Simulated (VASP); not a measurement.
A run of VASP 6.6.1 is set up as follows.

POSCAR

```
ZnS
1.0
    0.0000000000      2.5863223983      2.8198221184
    2.5863223983      0.0000000000      2.8198221184
    2.5863223983      2.5863223983      0.0000000000
Zn S
1 1
Direct
    0.0000000000      0.0000000000      0.0000000000
    0.2500000000      0.2500000000      0.2500000000
```

INCAR.step1

```
SYSTEM = ZnS
ALGO     = Normal         ! electronic algorithm
EDIFF    = 1E-4           ! SCF threshold, eV
ENCUT    = 520            ! plane-wave cutoff, eV
GGA      = PE             ! functional
ISMEAR   = 0              ! smearing method
LASPH    = .True.         ! aspherical terms in the spheres
LCHARG   = .False.        ! write CHGCAR
LREAL    = .False.        ! projectors in reciprocal space
LWAVE    = .True.         ! write WAVECAR
NBANDS   = 16             ! bands
NELM     = 100            ! most SCF steps
PREC     = Accurate       ! precision mode
SIGMA    = 0.01           ! smearing width, eV
```

Contents of INCAR.step2:

```
SYSTEM = ZnS
ALGO     = Normal         ! electronic algorithm
EDIFF    = 1E-7           ! SCF threshold, eV
ENCUT    = 520            ! plane-wave cutoff, eV
ISIF     = 2              ! what is computed and relaxed
ISMEAR   = 0              ! smearing method
ISTART   = 1            
LASPH    = .True.         ! aspherical terms in the spheres
LCHARG   = .True.         ! write CHGCAR
LELF     = .True.         ! ELF
LMIXTAU  = .True.       
LREAL    = .False.        ! projectors in reciprocal space
LVHAR    = .True.       
LWAVE    = .False.        ! write WAVECAR
METAGGA  = R2SCAN         ! meta-GGA
NBANDS   = 16             ! bands
NELM     = 100            ! most SCF steps
PREC     = Accurate       ! precision mode
SIGMA    = 0.01           ! smearing width, eV
```

The input KPOINTS:

```
k-points
0
Gamma
  8 8 8
  0 0 0
```

Potentials or basis: VASP PAW PBE potentials, release 64 (Zn, S).

Launch:

```sh
$ cat potpaw_PBE.64/Zn/POTCAR potpaw_PBE.64/S/POTCAR > POTCAR
$ cp INCAR.step1 INCAR
$ mpirun -np 1 vasp_std > vasp.out
$ cp INCAR.step2 INCAR
$ mpirun -np 1 vasp_std > vasp.out
```

(1) What does it give for the pressure?

(2) What does it give for the band gap on the k mesh?

Results:

(1) 2.9 GPa.

(2) 2.73 eV, direct.

Caveat: the cell differs from its parent crystal (epitaxial xy strain -4.0%); the PAW data sets were made with another functional, which shifts forces and pressure a little.
